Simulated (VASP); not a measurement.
Input of a VASP 6.6.1 run:

File INCAR:

```
SYSTEM = Os
PREC = Accurate ; ENCUT = 600
EDIFF = 1E-7 ; ISMEAR = 0
SIGMA = 0.1 ; LREAL = .False.
LASPH = .True. ; NELM = 120
ALGO = Normal ; ISIF = 3
LWAVE = .False. ; LCHARG = .False.
GGA = PE ; IBRION = 2
NSW = 100 ; EDIFFG = -0.002
GGA_COMPAT = .False. ; NELMIN = 4
```

KPOINTS

```
Automatic mesh
0
Gamma
  18 18 10
  0 0 0
```

POSCAR

```
Os
1.0
    2.7507148815      0.0000000000      0.0000000000
   -1.3753574408      2.3821889660      0.0000000000
    0.0000000000      0.0000000000      4.3544298552
Os
2
Direct
    0.3333333333      0.6666666667      0.2500000000
    0.6666666667      0.3333333333      0.7500000000
```

Potentials or basis: VASP PAW PBE potentials, release 64 (Os).

Launch:

```bash
$ cat potpaw_PBE.64/Os/POTCAR > POTCAR
$ mpirun -np 1 vasp_std > vasp.out
```

Estimate the space group after relaxing (to 0.1 Å).

P6_3/mmc (No. 194).

What does it give for the relaxed cell?

a = 2.753 Å, b = 2.753 Å, c = 4.350 Å, α = 90.00°, β = 90.00°, γ = 120.00°.

What does it give for the band gap on the k mesh?

Zero (bands 8 and 9 overlap by 3.80 eV).

Final structure:
```yaml
crystal:
  lattice:
    - [2.75289, 0.00000, 0.00000]
    - [-1.37645, 2.38407, 0.00000]
    - [0.00000, 0.00000, 4.35028]
  atoms:
    - { symbol: Os, position: [0.33333, 0.66667, 0.25000] }
    - { symbol: Os, position: [0.66667, 0.33333, 0.75000] }
```

Caveat: spin-orbit coupling is left out, which moves the levels of the heavy elements.
